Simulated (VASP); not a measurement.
Write the native input for VASP 6.6.1 that does the following.

- Task: single point
- Functional: PBEsol
- Potentials or basis: VASP PAW PBE potentials, release 64 (Ba_sv)
- Cutoff: 520 eV
- k mesh: 14 × 14 × 14
- Occupations: gaussian, width 0.15 eV
- Spin: no spin polarisation
- Dipole correction: no
- Further INCAR settings: ALGO = Fast; EDIFF = 1e-07; NBANDS = 11

The structure of Ba lies in POSCAR:

```
Ba
1.0
   -2.5000000000      2.5000000000      2.4000000000
    2.5000000000     -2.5000000000      2.4000000000
    2.5000000000      2.5000000000     -2.4000000000
Ba
1
Direct
    0.0000000000      0.0000000000      0.0000000000
```

This cell differs from its parent crystal: strain +0.000 along x and y, -0.040 along z.

One way to write it, as run:

INCAR

```
SYSTEM = Ba
ALGO = Fast ; EDIFF = 1E-7
ENCUT = 520 ; GGA = PS
ISIF = 2 ; ISMEAR = 0
LASPH = .True. ; LCHARG = .True.
LELF = .True. ; LREAL = .False.
LVHAR = .True. ; LWAVE = .False.
NBANDS = 11 ; NELM = 80
PREC = Accurate ; SIGMA = 0.15
```

KPOINTS

```
k-points
0
Gamma
  14 14 14
  0 0 0
```

Potentials or basis: VASP PAW PBE potentials, release 64 (Ba_sv).

Command:

```console
$ cat potpaw_PBE.64/Ba_sv/POTCAR > POTCAR
$ mpirun -np 1 vasp_std > vasp.out
```

Results of the run:

| Item | Value |
| --- | --- |
| Pressure | -0.2 GPa |
| Band gap on the k mesh | zero (bands 5 and 6 overlap by 1.06 eV) |

Caveat: the cell differs from its parent crystal (strain +0.000 along x and y, -0.040 along z); the PAW data sets were made with another functional, which shifts forces and pressure a little; spin-orbit coupling is left out, which moves the levels of the heavy elements.

It took 110 s on 1 thread of Intel Xeon 8259CL, on a shared host, peak memory 0.3 GiB.
